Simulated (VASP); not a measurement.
Crystal: SiNi.

```
CELL_PARAMETERS angstrom
4.50369 0.00000 0.00000
0.00000 4.50369 0.00000
0.00000 0.00000 4.50369
ATOMIC_POSITIONS crystal
Ni 0.14950 0.14950 0.14950
Ni 0.64950 0.35050 0.85050
Ni 0.85050 0.64950 0.35050
Ni 0.35050 0.85050 0.64950
Si 0.84683 0.84683 0.84683
Si 0.34683 0.65317 0.15317
Si 0.15317 0.34683 0.65317
Si 0.65317 0.15317 0.34683
```

Base run:

| Quantity | Value |
| --- | --- |
| Program | VASP 6.6.1 |
| Functional | PBEsol |
| Potentials or basis | VASP PAW PBE potentials, release 64 (Ni, Si) |
| Cutoff | 520 eV |
| k mesh | 5 × 5 × 5 |
| Occupations | fermi-dirac, width 0.05 eV |
| Spin | collinear spin, ferromagnetic start |
| Starting moments | [0.75, 0.75, 0.75, 0.75, 0.0, 0.0, 0.0, 0.0] μB |
| Fixed moment | 3 μB |

Its results: pressure -0.3 GPa; site moments Ni +0.52; Si +0.12 μB; largest force 0.091 eV/Å.

Question: The run is repeated on the same cell with these changes: fixed moment from 3 μB to 4 μB; moments at the start from [0.75, 0.75, 0.75, 0.75, 0.0, 0.0, 0.0,  to [1.0, 1.0, 1.0, 1.0, 0.0, 0.0, 0.0, 0.0]. What comes out?

Answer: Pressure 2.5 GPa; site moments Ni +0.68; Si +0.16 μB; largest force 0.152 eV/Å.

Caveats: the PAW data sets were made with another functional, which shifts forces and pressure a little; the total moment is fixed, so each spin has its own Fermi level.
